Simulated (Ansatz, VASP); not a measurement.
## SnTe2 in VASP and in Ansatz

The input POSCAR:

```
SnTe2
1.0
    0.0000000000      3.7010376726      3.7010376726
    3.7010376726      0.0000000000      3.7010376726
    3.7010376726      3.7010376726      0.0000000000
Sn Te
1 2
Direct
    0.0000000000      0.0000000000      0.0000000000
    0.2500000000      0.2500000000      0.2500000000
    0.7500000000      0.7500000000      0.7500000000
```

Contents of INCAR.step1:

```
ALGO     = Normal         # electronic algorithm
EDIFF    = 1E-5           # SCF threshold, eV
ENCUT    = 520            # plane-wave cutoff, eV
GGA      = PE             # functional
ISIF     = 2              # what is computed and relaxed
ISMEAR   = -1             # smearing method
LASPH    = True           # aspherical terms in the spheres
LCHARG   = False          # write CHGCAR
LREAL    = False          # projectors in reciprocal space
LWAVE    = True           # write WAVECAR
NBANDS   = 20             # bands
NELM     = 80             # most SCF steps
PREC     = Accurate       # precision mode
SIGMA    = 0.02           # smearing width, eV
```

The input INCAR.step2:

```
AEXX     = 0.05           # exact-exchange fraction
ALGO     = Normal         # electronic algorithm
EDIFF    = 1E-7           # SCF threshold, eV
ENCUT    = 520            # plane-wave cutoff, eV
GGA      = PE             # functional
ISIF     = 2              # what is computed and relaxed
ISMEAR   = -1             # smearing method
ISTART   = 1            
LASPH    = True           # aspherical terms in the spheres
LCHARG   = False          # write CHGCAR
LHFCALC  = True           # exact exchange
LREAL    = False          # projectors in reciprocal space
LWAVE    = False          # write WAVECAR
NBANDS   = 20             # bands
NELM     = 80             # most SCF steps
PREC     = Accurate       # precision mode
PRECFOCK = Normal       
SIGMA    = 0.02           # smearing width, eV
```

The input KPOINTS:

```
k-points
0
Gamma
  4 4 4
```

Input for Ansatz:

```yaml
crystal:
  lattice:
    - [0.0, 3.7010376726, 3.7010376726]
    - [3.7010376726, 0.0, 3.7010376726]
    - [3.7010376726, 3.7010376726, 0.0]
  atoms:
    - { symbol: Sn, position: [0.0, 0.0, 0.0] }
    - { symbol: Te, position: [0.25, 0.25, 0.25] }
    - { symbol: Te, position: [0.75, 0.75, 0.75] }
kpoints:
  mp_grid: { grid: [4, 4, 4] }
hamiltonian:
  xc: { exchange: pbe, correlation: pbe, exx: { coeff: 0.05 } }
scf:
  occupations: { method: fermi_dirac, width: 0.02 }
  n_extra_bands: 4
output:
  forces: true
  stress: true
  eigenvalues: true
```

Alike in both runs: task single point; functional PBE-based global hybrid with a share of 0.05 of exact exchange; k mesh 4 × 4 × 4; occupations fermi-dirac, width 0.02 eV; no spin polarisation.

|  | VASP | Ansatz |
| --- | --- | --- |
| version | VASP 6.6.1 | Ansatz 0.2.0 |
| potentials or method | VASP PAW PBE potentials, release 64 (Sn_d, Te) | plane waves |
| plane-wave cutoff (eV) | 520 | 420 |
| valence electrons in the cell | 26 | 46 |

Ansatz gave:

| Property | Result |
| --- | --- |
| pressure (GPa) | 0.7 |

Q: Which values does VASP return?

A: Pressure (GPa): 0.6.

VASP's potentials were made for PBE, not for PBE-based global hybrid. VASP's potentials hold 26 valence electrons a cell and Ansatz's 46, so a difference there can come from the potentials and not from the codes. Ansatz's warnings: filled band counts differ across k points, stress exchange threshold loose, stress scf threshold loose.

The k mesh is coarse, so the values compare programs but aren't converged. Spin-orbit coupling is off throughout.
